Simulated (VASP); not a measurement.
# Nb (P6_3/mmc) in VASP: further runs

The runs below take Nb through single point, relaxation of cell and atoms, with PBE.

Everything below comes from runs of VASP 6.6.1. Logs are shortened: lines on timing, memory, paths and dates and some standing lists are left out, and cuts for length are marked.

### Step 1. The cell of the first run

The structure is hexagonal, space group P6_3/mmc (No. 194). Conventional cell: a = 3.220 Å, b = 3.220 Å, c = 8.769 Å, α = 90.00°, β = 90.00°, γ = 120.00°. Nb (site symmetry -6m2) has 3 Nb at 1.86 Å within 2.5 Å. Nb (site symmetry -6m2) has 3 Nb at 1.86 Å within 2.5 Å.

This isn't the form of Nb at room conditions, which is bcc.

### Step 2. Single point, PBE

Input file INCAR:

```
SYSTEM = Nb
PREC = Accurate ; ENCUT = 520
EDIFF = 1E-6 ; ISMEAR = 0
SIGMA = 0.1 ; LREAL = .False.
LASPH = .True. ; NELM = 100
ALGO = Normal ; ISIF = 2
LWAVE = .False. ; LCHARG = .True.
GGA = PE ; LELF = .True.
LVHAR = .True. ; NBANDS = 34
```

Input file KPOINTS:

```
regular mesh
0
Gamma
  6 6 2
  0 0 0
```

Input file POSCAR:

```
Nb
1.0
    3.2197178082      0.0000000000      0.0000000000
   -1.6098589041      2.7883574149      0.0000000000
    0.0000000000      0.0000000000      8.7691501281
Nb
4
Direct
    0.0000000000      0.0000000000      0.2500000000
    0.0000000000      0.0000000000      0.7500000000
    0.3333333333      0.6666666667      0.7500000000
    0.6666666667      0.3333333333      0.2500000000
```

Potentials or basis: VASP PAW PBE potentials, release 64 (Nb_sv).

Launch:

```
cat potpaw_PBE.64/Nb_sv/POTCAR > POTCAR
mpirun -np 1 vasp_std > vasp.out
```

OUTCAR:

```text
SYSTEM = Nb
   PREC = Accurate
   ENCUT = 520
   EDIFF = 1E-6
   ISMEAR = 0
   LREAL = .False.
   LASPH = .True.
   NELM = 100
   ISIF = 2
   GGA = PE

 ion  position               nearest neighbor table
   1  0.000  0.000  0.250-   4 1.86   4 1.86   4 1.86
   2  0.000  0.000  0.750-   3 1.86   3 1.86   3 1.86
   3  0.333  0.667  0.750-   2 1.86   2 1.86   2 1.86
   4  0.667  0.333  0.250-   1 1.86   1 1.86   1 1.86

  LATTYP: Found a hexagonal cell.
 ALAT       =     3.2197178082
 C/A-ratio  =     2.7235772358

  Lattice vectors:

 A1 = (   3.2197178082,   0.0000000000,   0.0000000000)
 A2 = (  -1.6098589041,   2.7883574149,   0.0000000000)
 A3 = (   0.0000000000,   0.0000000000,   8.7691501281)

Analysis of symmetry for initial positions (statically):
=====================================================================
 Subroutine PRICEL returns:
 Original cell was already a primitive cell.

 Routine SETGRP: Setting up the symmetry group for a
 hexagonal supercell.

 Subroutine GETGRP returns: Found 24 space group operations
 (whereof 12 operations were pure point group operations)
 out of a pool of 24 trial point group operations.

The static configuration has the point symmetry D_3d.
 The point group associated with its full space group is D_6h.

Analysis of symmetry for dynamics (positions and initial velocities):
=====================================================================
 Subroutine PRICEL returns:
 Original cell was already a primitive cell.

 Routine SETGRP: Setting up the symmetry group for a
 hexagonal supercell.

 Subroutine GETGRP returns: Found 24 space group operations
 (whereof 12 operations were pure point group operations)
 out of a pool of 24 trial point group operations.

The dynamic configuration has the point symmetry D_3d.
 The point group associated with its full space group is D_6h.

 Subroutine INISYM returns: Found 24 space group operations
 (whereof 12 operations are pure point group operations),
 and found     1 'primitive' translations

----------------------------------------------------------------------------------------

                                     Primitive cell

  volume of cell :      78.7270

  direct lattice vectors                    reciprocal lattice vectors
     3.219717808  0.000000000  0.000000000     0.310586225  0.179317041  0.000000000
    -1.609858904  2.788357415  0.000000000     0.000000000  0.358634081  0.000000000
     0.000000000  0.000000000  8.769150128     0.000000000  0.000000000  0.114036136

  length of vectors
     3.219717808  3.219717808  8.769150128     0.358634081  0.358634081  0.114036136

  position of ions in fractional coordinates (direct lattice)
     0.000000000  0.000000000  0.250000000
     0.000000000  0.000000000  0.750000000
     0.333333333  0.666666667  0.750000000
     0.666666667  0.333333333  0.250000000

  ion indices of the primitive-cell ions
   primitive index   ion index
                 1           1
                 2           2
                 3           3
                 4           4

----------------------------------------------------------------------------------------

 KPOINTS: regular mesh

Automatic generation of k-mesh.
 Grid dimensions read from file:
 generate k-points for:    6    6    2

 Generating k-lattice:

  Cartesian coordinates                     Fractional coordinates (reciprocal lattice)
     0.051764371  0.029886173  0.000000000     0.166666667 -0.000000000  0.000000000
     0.000000000  0.059772347  0.000000000     0.000000000  0.166666667  0.000000000
     0.000000000  0.000000000  0.057018068     0.000000000  0.000000000  0.500000000

  Length of vectors
     0.059772347  0.059772347  0.057018068

  Shift w.r.t. Gamma in fractional coordinates (k-lattice)
     0.000000000  0.000000000  0.000000000

 Subroutine IBZKPT returns following result:
 ===========================================

 Found     14 irreducible k-points:

 Following reciprocal coordinates:
            Coordinates               Weight
  0.000000  0.000000  0.000000      1.000000
  0.166667  0.000000  0.000000      6.000000
  0.333333  0.000000  0.000000      6.000000
  0.500000  0.000000  0.000000      3.000000
  0.166667  0.166667  0.000000      6.000000
  0.333333  0.166667  0.000000     12.000000
  0.333333  0.333333  0.000000      2.000000
  0.000000  0.000000  0.500000      1.000000
  0.166667  0.000000  0.500000      6.000000
  0.333333  0.000000  0.500000      6.000000
  0.500000  0.000000  0.500000      3.000000
  0.166667  0.166667  0.500000      6.000000
  0.333333  0.166667  0.500000     12.000000
  0.333333  0.333333  0.500000      2.000000
   k-points           NKPTS =     14   k-points in BZ     NKDIM =     14   number of bands    NBANDS=     34
   number of dos      NEDOS =    301   number of ions     NIONS =      4
   total plane-waves  NPLWV =  40320
   dimension x,y,z NGX =    24 NGY =   24 NGZ =   70
   dimension x,y,z NGXF=    48 NGYF=   48 NGZF=  140
   ions per type =               4
   NGX,Y,Z   is equivalent  to a cutoff of  12.39, 12.39, 13.27 a.u.
   NGXF,Y,Z  is equivalent  to a cutoff of  24.78, 24.78, 26.54 a.u.
 SYSTEM =  Nb
   PREC   = accura    normal or accurate (medium, high low for compatibility)
   ISTART =      0    job   : 0-new  1-cont  2-samecut
   ICHARG =      2    charge: 1-file 2-atom 10-const
   ISPIN  =      1    spin polarized calculation?
   LNONCOLLINEAR =      F non collinear calculations
   LSORBIT =      F    spin-orbit coupling
   LASPH  =      T    aspherical Exc in radial PAW
   ENCUT  =  520.0 eV  38.22 Ry    6.18 a.u.   5.99  5.99 16.30*2*pi/ulx,y,z
   NELM   =    100;   NELMIN=  2; NELMDL= -5     # of ELM steps
   EDIFF  = 0.1E-05   stopping-criterion for ELM
   LREAL  =      F    real-space projection
   EDIFFG = 0.1E-04   stopping-criterion for IOM
   NSW    =      0    number of steps for IOM
   IBRION =     -1    ionic relax: 0-MD 1-quasi-New 2-CG
   NFREE  =      0    steps in history (QN), initial steepest desc. (CG)
   ISIF   =      2    stress and relaxation
   ISYM   =      2    0-nonsym 1-usesym 2-fastsym
   POTIM  = 0.5000    time-step for ionic-motion
   TEBEG  =    0.0;   TEEND  =   0.0 temperature during run
   PSTRESS=    0.0 pullay stress
   NELECT =      52.0000    total number of electrons
   NUPDOWN=      -1.0000    fix difference up-down
   EMIN   =  10.00;   EMAX   =-10.00  energy-range for DOS
   EFERMI =   0.00;   METHOD = LEGACY
   ISMEAR =     0;   SIGMA  =   0.10  broadening in eV -4-tet -1-fermi 0-gaus
   EFERMI_NEDOS =   21; number of points for ismear=-14 and -15
   IALGO  =     38    algorithm
   IMIX   =      4    mixing-type and parameters
     AMIX     =   0.40;   BMIX     =  1.00
     AMIX_MAG =   1.60;   BMIX_MAG =  1.00
  volume/ion in A,a.u.               =      19.68       132.82
  Fermi-wavevector in a.u.,A,eV,Ry     =   1.425721  2.694223 27.656314  2.032682
  Thomas-Fermi vector in A             =   2.546075
   LORBIT       =      0    0 simple, 1 ext, 2 COOP (PROOUT), +10 PAW based schemes
   GGA     = PE    functional components
   LHFCALC =     F    Hartree Fock is set to
   AEXX    =    0.0000 exact exchange contribution
   IVDW    =     0    specifies the selected vdW correction
   LEPSILON=     F    determine dielectric tensor
   LRPA    =     F    only Hartree local field effects (RPA)
 non-spin polarized calculation
 Gauss-broadening in eV      SIGMA  =   0.10
  energy-cutoff  :      520.00
  volume of cell :       78.73
 maximum number of plane-waves:      2148
 NGX is ok and might be reduce to    24
   NGX = 11   NGY = 11   NGZ = 33

 number of electron      52.0000007 magnetization

 Free energy of the ion-electron system (eV)
  ---------------------------------------------------
  ext. energy  EPLUGINS =         0.00000000
  ---------------------------------------------------
  free energy    TOTEN  =        -5.45510358 eV

  energy without entropy =       -5.44227647  energy(sigma->0) =       -5.44869003

 E-fermi :   9.5564     XC(G=0): -10.8514

 val. band max:        9.2607192724   @ k =   0.1667   0.1667   0.0000
 cond. band min:       9.6000837619   @ k =   0.1667   0.1667   0.5000
 fundamental gap:      0.3393644896
 Fermi energy:         9.5564237742

 k-point     1 :       0.0000    0.0000    0.0000
  band No.  band energies     occupation
      1     -48.7753      2.00000
      2     -48.7751      2.00000
      3     -41.4710      2.00000
      4     -41.4709      2.00000
      5     -27.1501      2.00000
      6     -27.1501      2.00000
[... 26 lines left out ...]
     33      14.2592      0.00000
     34      14.2677      0.00000

 k-point     2 :       0.1667    0.0000    0.0000
  band No.  band energies     occupation
      1     -48.4764      2.00000
      2     -48.4762      2.00000
      3     -42.1722      2.00000
      4     -42.1721      2.00000
      5     -27.3891      2.00000
      6     -27.3888      2.00000
[... 26 lines left out ...]
     33      15.3730      0.00000
     34      15.8189      0.00000

 k-point     3 :       0.3333    0.0000    0.0000
  band No.  band energies     occupation
      1     -47.6603      2.00000
      2     -47.6601      2.00000
      3     -43.6922      2.00000
      4     -43.6922      2.00000
      5     -27.8109      2.00000
      6     -27.8106      2.00000
[... 26 lines left out ...]
     33      15.4412      0.00000
     34      17.2118      0.00000
[... 334 lines left out ...]
 k-point    13 :       0.3333    0.1667    0.5000
  band No.  band energies     occupation
      1     -46.9544      2.00000
      2     -46.9544      2.00000
      3     -44.7066      2.00000
      4     -44.7066      2.00000
      5     -28.2575      2.00000
      6     -28.2575      2.00000
[... 26 lines left out ...]
     33      14.4792      0.00000
     34      14.4792      0.00000

 k-point    14 :       0.3333    0.3333    0.5000
  band No.  band energies     occupation
      1     -45.9028      2.00000
      2     -45.9028      2.00000
      3     -45.9014      2.00000
      4     -45.9014      2.00000
      5     -28.5556      2.00000
      6     -28.5556      2.00000
[... 26 lines left out ...]
     33      14.5250      0.00000
     34      14.5250      0.00000

------------------------ aborting loop because EDIFF is reached ----------------------------------------

  FORCE on cell =-STRESS in cart. coord.  units (eV):
  Direction    XX          YY          ZZ          XY          YZ          ZX
  --------------------------------------------------------------------------------------
  -------------------------------------------------------------------------------------
  Total      121.7958076    121.7958076     -3.2981081      0.0000000      0.0000000      0.0000000
  in kB     2478.6725976   2478.6725976    -67.1199632      0.0000000      0.0000000      0.0000000
  external PRESSURE =    1630.0750773 kB  Pullay stress =       0.0000000 kB

 VOLUME and BASIS-vectors are now :
 -----------------------------------------------------------------------------
  energy-cutoff  :      520.00
  volume of cell :       78.73
      direct lattice vectors                 reciprocal lattice vectors
     3.219717808  0.000000000  0.000000000     0.310586225  0.179317041  0.000000000
    -1.609858904  2.788357415  0.000000000     0.000000000  0.358634081  0.000000000
     0.000000000  0.000000000  8.769150128     0.000000000  0.000000000  0.114036136

 POSITION                                       TOTAL-FORCE (eV/Angst)
 -----------------------------------------------------------------------------------
      0.00000      0.00000      2.19229         0.000000     -0.000000     -0.000000
      0.00000      0.00000      6.57686         0.000000      0.000000     -0.000000
     -0.00000      1.85890      6.57686         0.000000      0.000000     -0.000000
      1.60986      0.92945      2.19229        -0.000000      0.000000      0.000000
 -----------------------------------------------------------------------------------
    total drift:                                0.000000     -0.000000     -0.000000

  FREE ENERGIE OF THE ION-ELECTRON SYSTEM (eV)
  ---------------------------------------------------
  free  energy   TOTEN  =        -5.4551035823 eV

  energy  without entropy=       -5.4422764709  energy(sigma->0) =       -5.44869003
```

Wall time 50 s (1 thread of AMD EPYC 7R43 (Zen 3), shared host); peak memory 0.15 GiB.

What came out:

```
Free energy            : -5.4551 eV
Pressure               : 163.0 GPa
Band gap on the k mesh : zero (bands 26 and 27 overlap by 3.23 eV)
```

Levels at points of the mesh, in eV from the Fermi level:
```csv
k point,band 22,band 23,band 24,band 25,band 26,band 27,band 28,band 29,band 30,band 31
"(0.00, 0.00, 0.00)",-3.07,-3.07,-2.58,-1.23,2.94,2.94,2.95,2.95,4.35,4.61
"(0.50, 0.00, 0.00)",-4.45,-3.66,-3.42,-1.56,-0.87,1.88,2.57,2.63,3.56,4.82
"(0.00, 0.00, 0.50)",-3.09,-3.09,-3.09,1.53,1.53,2.94,2.94,2.94,2.94,4.65
"(0.50, 0.00, 0.50)",-4.45,-3.57,-3.57,-1.09,-1.09,1.65,1.65,3.63,3.63,5.01
```

Caveat: the k points lie up to 0.38 Å⁻¹ apart, too coarse for converged energies and pressures of a metal; atoms lie so close that the PAW spheres overlap strongly, which falsifies energies and pressures.

(Continued in part 2 of 2.)
